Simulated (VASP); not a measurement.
# WS3 (Pm-3m) in VASP: vibrations by perturbation theory with LDA

Aim: the vibrations by perturbation theory of WS3 with LDA.

Everything below comes from runs of VASP 6.6.1. Logs are shortened: lines on timing, memory, paths and dates and some standing lists are left out, and cuts for length are marked.

### 1 The cell of the first run

The structure is cubic, space group Pm-3m (No. 221). The conventional cell has a = 4.612 Å, b = 4.612 Å, c = 4.612 Å, α = 90.00°, β = 90.00°, γ = 90.00°. Within 3.0 Å of W (site symmetry m-3m) lie 6 S at 2.31 Å. Within 3.0 Å of S (site symmetry 4/mmm) lie 2 W at 2.31 Å.

### 2 Vibrations by perturbation theory, LDA

File INCAR:

```
SYSTEM = WS3
PREC     = Accurate       ! precision mode
ENCUT    = 520            ! plane-wave cutoff, eV
EDIFF    = 1E-8           ! SCF threshold, eV
ISMEAR   = -1             ! smearing method
SIGMA    = 0.15           ! smearing width, eV
LREAL    = .False.        ! projectors in reciprocal space
LASPH    = .True.         ! aspherical terms in the spheres
NELM     = 100            ! most SCF steps
ALGO     = Normal         ! electronic algorithm
ISIF     = 2              ! what is computed and relaxed
LWAVE    = .False.        ! write WAVECAR
LCHARG   = .False.        ! write CHGCAR
IBRION   = 8              ! ionic algorithm
NSW      = 1              ! ionic steps
```

File KPOINTS:

```
Automatic mesh
0
Gamma
  10 10 10
  0 0 0
```

File POSCAR:

```
WS3
1.0
    4.6115733490      0.0000000000      0.0000000000
    0.0000000000      4.6115733490      0.0000000000
    0.0000000000      0.0000000000      4.6115733490
W S
1 3
Direct
    0.0000000000      0.0000000000      0.0000000000
    0.0000000000      0.0000000000      0.5000000000
    0.0000000000      0.5000000000      0.0000000000
    0.5000000000      0.0000000000      0.0000000000
```

Potentials or basis: VASP PAW LDA potentials, release 64 (W_sv, S).

On the command line:

```
$ cat potpaw_LDA.64/W_sv/POTCAR potpaw_LDA.64/S/POTCAR > POTCAR
$ mpirun -np 1 vasp_std > vasp.out
```

OUTCAR:

```text
SYSTEM = WS3
   PREC = Accurate
   ENCUT = 520
   EDIFF = 1E-8
   ISMEAR = -1
   LREAL = .False.
   LASPH = .True.
   NELM = 100
   ISIF = 2
   IBRION = 8
   NSW = 1

 ion  position               nearest neighbor table
   1  0.000  0.000  0.000-   2 2.31   3 2.31   4 2.31   2 2.31   3 2.31   4 2.31
   2  0.000  0.000  0.500-   1 2.31   1 2.31
   3  0.000  0.500  0.000-   1 2.31   1 2.31
   4  0.500  0.000  0.000-   1 2.31   1 2.31

  LATTYP: Found a simple cubic cell.
 ALAT       =     4.6115733490

  Lattice vectors:

 A1 = (   4.6115733490,   0.0000000000,   0.0000000000)
 A2 = (   0.0000000000,   4.6115733490,   0.0000000000)
 A3 = (   0.0000000000,   0.0000000000,   4.6115733490)

Analysis of symmetry for initial positions (statically):
=====================================================================
 Subroutine PRICEL returns:
 Original cell was already a primitive cell.

 Routine SETGRP: Setting up the symmetry group for a
 simple cubic supercell.

 Subroutine GETGRP returns: Found 48 space group operations
 (whereof 48 operations were pure point group operations)
 out of a pool of 48 trial point group operations.

The static configuration has the point symmetry O_h .

Analysis of symmetry for dynamics (positions and initial velocities):
=====================================================================
 Subroutine PRICEL returns:
 Original cell was already a primitive cell.

 Routine SETGRP: Setting up the symmetry group for a
 simple cubic supercell.

 Subroutine GETGRP returns: Found 48 space group operations
 (whereof 48 operations were pure point group operations)
[... 743 lines left out ...]
    total drift:                                0.000000     -0.000000     -0.000000

  FREE ENERGIE OF THE ION-ELECTRON SYSTEM (eV)
  ---------------------------------------------------
  free  energy   TOTEN  =       -28.3157768689 eV

  energy  without entropy=      -28.1500538841  energy(sigma->0) =      -28.23291538

[... ionic steps 2 to 3 ...]

--------------------------------------- Ionic step        4  -------------------------------------------

------------------------ aborting loop because EDIFF is reached ----------------------------------------
[... 7 lines left out ...]
[... ionic steps 8 to 8 ...]

--------------------------------------- Ionic step        9  -------------------------------------------

 Free energy of the ion-electron system (eV)
  ---------------------------------------------------
  ---------------------------------------------------
  free energy    TOTEN  =        -0.11976824 eV

  energy without entropy =       -0.11976816

------------------------ aborting loop because EDIFF is reached ----------------------------------------

 INTERNAL STRAIN TENSOR  FOR ION    2  DIRECTION 3   (eV/Angst):
 -----------------------------------------------------------------------------
    -0.02949  0.00000 -0.00000
     0.00000 -0.02949  0.00000
     0.00000  0.00000  0.04088

 INTERNAL STRAIN TENSOR FOR ION    4 for displacements in x,y,z  (eV/Angst):
          X           Y           Z          XY          YZ          ZX
  --------------------------------------------------------------------------------
  x     0.00000     0.00000     0.00000     0.00000     0.00000     0.00000
  y     0.00000     0.00000     0.00000     0.00000     0.00000     0.00000
  z     0.00000     0.00000     0.00000     0.00000     0.00000     0.00000

 SECOND DERIVATIVES (NOT SYMMETRIZED)
 ------------------------------------
               1X          1Y          1Z          2X          2Y          2Z          3X          3Y          3Z          4X          4Y          4Z
  1X    -6.245017    0.000000   -0.000000   -1.198171   -0.000000   -0.000000   -1.198171    0.000000    0.000000    8.641359   -0.000000    0.000000
  1Y     0.000000   -6.245017   -0.000000    0.000000   -1.198171    0.000000   -0.000000    8.641359   -0.000000   -0.000000   -1.198171   -0.000000
  1Z     0.000000    0.000000   -6.245017   -0.000000   -0.000000    8.641359   -0.000000    0.000000   -1.198171    0.000000   -0.000000   -1.198171
  2X    -1.213553    0.000000    0.000000   -2.117079    0.000000    0.000000   -0.522478    0.000000    0.000000    3.853110    0.000000    0.000000
  2Y     0.000000   -1.213553    0.000000    0.000000   -2.117079    0.000000    0.000000    3.853110    0.000000    0.000000   -0.522478    0.000000
  2Z     0.000000    0.000000    8.634315    0.000000    0.000000  -16.331259    0.000000    0.000000    3.848472    0.000000    0.000000    3.848472
  3X    -1.213553    0.000000    0.000000   -0.522478    0.000000    0.000000   -2.117079    0.000000    0.000000    3.853110    0.000000    0.000000
  3Y    -0.000000    8.634315    0.000000   -0.000000    3.848472    0.000000    0.000000  -16.331259    0.000000    0.000000    3.848472    0.000000
  3Z     0.000000    0.000000   -1.213553    0.000000    0.000000    3.853110    0.000000    0.000000   -2.117079    0.000000    0.000000   -0.522478
  4X     8.634315   -0.000000    0.000000    3.848472   -0.000000    0.000000    3.848472   -0.000000    0.000000  -16.331259    0.000000    0.000000
  4Y     0.000000   -1.213553    0.000000    0.000000   -0.522478    0.000000    0.000000    3.853110    0.000000    0.000000   -2.117079    0.000000
  4Z     0.000000    0.000000   -1.213553    0.000000    0.000000    3.853110    0.000000    0.000000   -0.522478    0.000000    0.000000   -2.117079

 Eigenvectors and eigenvalues of the dynamical matrix
 ----------------------------------------------------

   1 f  =   12.025869 THz    75.560762 2PiTHz  401.139805 cm-1    49.734975 meV
             X         Y         Z           dx          dy          dz
      0.000000  0.000000  0.000000     0.000000    0.000000   -0.199609
      0.000000  0.000000  2.305787     0.000000    0.000000    0.926934
      0.000000  2.305787  0.000000     0.000000   -0.000000   -0.224665
      2.305787  0.000000  0.000000    -0.000000    0.000000   -0.224665
[... 71 lines left out ...]
  12 f/i=    0.010760 THz     0.067605 2PiTHz    0.358906 cm-1     0.044499 meV
             X         Y         Z           dx          dy          dz
      0.000000  0.000000  0.000000    -0.744123   -0.310394    0.055470
      0.000000  0.000000  2.305787    -0.313513   -0.130775    0.023274
      0.000000  2.305787  0.000000    -0.313513   -0.130234    0.023371
      2.305787  0.000000  0.000000    -0.312217   -0.130775    0.023371

--------------------------------------------------------------------------------------------------------

 ELASTIC MODULI CONTR FROM IONIC RELAXATION (kBar)
 Direction    XX          YY          ZZ          XY          YZ          ZX
 --------------------------------------------------------------------------------
 XX           0.0000      0.0000      0.0000      0.0000      0.0000      0.0000
 YY           0.0000      0.0000      0.0000      0.0000      0.0000      0.0000
 ZZ           0.0000      0.0000      0.0000      0.0000      0.0000      0.0000
 XY           0.0000      0.0000      0.0000      0.0000      0.0000      0.0000
 YZ           0.0000      0.0000      0.0000      0.0000      0.0000      0.0000
 ZX           0.0000      0.0000      0.0000      0.0000      0.0000      0.0000
 --------------------------------------------------------------------------------
```

Run time: 8.2 min. Hardware: 1 thread of Intel Xeon 6975P-C (Granite Rapids), shared host; peak memory 0.87 GiB.

What came out:

| Quantity | Value |
| --- | --- |
| Highest phonon frequency at Γ, LO-TO splitting left out | 401 cm⁻¹ |

Phonon frequencies in cm⁻¹ (negative: imaginary):
```
              q point                             frequencies
(0.000, 0.000, 0.000)  0 0 0 96 96 96 116 116 116 401 401 401
```

Caveat: spin-orbit coupling is left out, which moves the levels of the heavy elements.
